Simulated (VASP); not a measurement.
The system is Mg.

```
CELL_PARAMETERS angstrom
3.20930 0.00000 0.00000
-1.60465 2.77934 0.00000
0.00000 0.00000 5.26240
ATOMIC_POSITIONS crystal
Mg 0.66667 0.33333 0.75000
Mg 0.33333 0.66667 0.25000
```

Base run:

| Item | Value |
| --- | --- |
| Program | VASP 6.6.1 |
| Functional | PBEsol |
| Potentials or basis | VASP PAW PBE potentials, release 64 (Mg) |
| Cutoff | 520 eV |
| k mesh | 8 × 8 × 4 |
| Occupations | fermi-dirac, width 0.05 eV |
| Spin | no spin polarisation |

Its results: band gap on the k mesh zero (band 2 reaches 3.50 eV, above the bottom of band 3 at 1.15 eV); pressure -1.5 GPa.

Task: The run is repeated on the same cell with these changes: functional from PBEsol to PBE; further incar settings from ALGO = Fast; EDIFF = 1e-06; NBANDS = 9 to ALGO = Fast; EDIFF = 1e-07; NBANDS = 9. What comes out?

Result: Band gap on the k mesh zero (band 2 reaches 3.54 eV, above the bottom of band 3 at 1.19 eV); pressure -1.0 GPa.

Caveats: the PAW data sets were made with another functional, which shifts forces and pressure a little (some runs).
